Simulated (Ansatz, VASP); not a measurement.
# One calculation of LaB6, two programs

```
La B
1.0
     4.24974    0.00000    0.00000
     0.00000    4.24974    0.00000
     0.00000    0.00000    4.24974
La B
1 6
Direct
  0.00000 0.00000 0.00000
  0.20089 0.50000 0.50000
  0.79911 0.50000 0.50000
  0.50000 0.50000 0.20089
  0.50000 0.50000 0.79911
  0.50000 0.20089 0.50000
  0.50000 0.79911 0.50000
```

Alike in both runs: functional PBE; k mesh 8 × 8 × 8; occupations gaussian, width 0.05 eV; no spin polarisation.

Ansatz relaxed the structure, and its values are those at the end. VASP's run is a single point on that final structure, the one shown.

```csv
,VASP,Ansatz
version,VASP 6.6.1,Ansatz 0.2.0
potentials or method,"VASP PAW PBE potentials, release 64 (La, B), cutoff 520 eV","scalar-relativistic, plane waves, PAW"
valence electrons in the cell,29,29
```

|  | VASP | Ansatz | Ansatz less VASP |
| --- | --- | --- | --- |
| gap on the k mesh at the Fermi level (eV) | none | none | - |
| pressure (GPa) | -10.5 | -10.4 | +0.08 |
| rms of the force components (eV/Å) | 0.007 | 0.000 | -0.0070 |

A gap of «none» marks a metal or a gap that the smearing closes. Ansatz's warnings: stress scf threshold loose.

Spin-orbit coupling is off throughout.
